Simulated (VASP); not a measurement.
A run of VASP 6.6.1:

Contents of INCAR:

```
SYSTEM = MgCd2S3
PREC = Accurate ; ENCUT = 520
EDIFF = 1E-6 ; ISMEAR = 0
SIGMA = 0.02 ; LREAL = .FALSE.
LASPH = .TRUE. ; NELM = 60
ALGO = Normal ; ISIF = 2
LWAVE = .FALSE. ; LCHARG = .FALSE.
GGA = PE ; NBANDS = 31
```

KPOINTS

```
Automatic mesh
0
G
  12 12 4
  0 0 0
```

The input POSCAR:

```
MgCd2S3
1.0
    4.1392128768      0.0000000000      0.0000000000
   -2.0696064384      3.5846635030      0.0000000000
    0.0000000000      0.0000000000     10.1206945803
Mg Cd S
1 2 3
Direct
    0.6666666667      0.3333333333      0.3312603396
    0.0000000000      0.0000000000      0.0052684202
    0.3333333333      0.6666666667      0.6633332555
    0.3333333333      0.6666666667      0.9164086375
    0.6666666667      0.3333333333      0.5747787911
    0.0000000000      0.0000000000      0.2589505560
```

Potentials or basis: VASP PAW PBE potentials, release 64 (Mg, Cd, S).

The run is started by

```console
$ cat potpaw_PBE.64/Mg/POTCAR potpaw_PBE.64/Cd/POTCAR potpaw_PBE.64/S/POTCAR > POTCAR
$ mpirun -np 1 vasp_std > vasp.out
```

Hardware: 1 thread of Intel Xeon 8259CL, on a shared host.

Problem. Estimate the wall time of this run.

Solution. Wall time 6.3 min on 1 thread of Intel Xeon 8259CL (shared host), peak memory 0.47 GiB. Counts: scf iterations 14, k points 69.
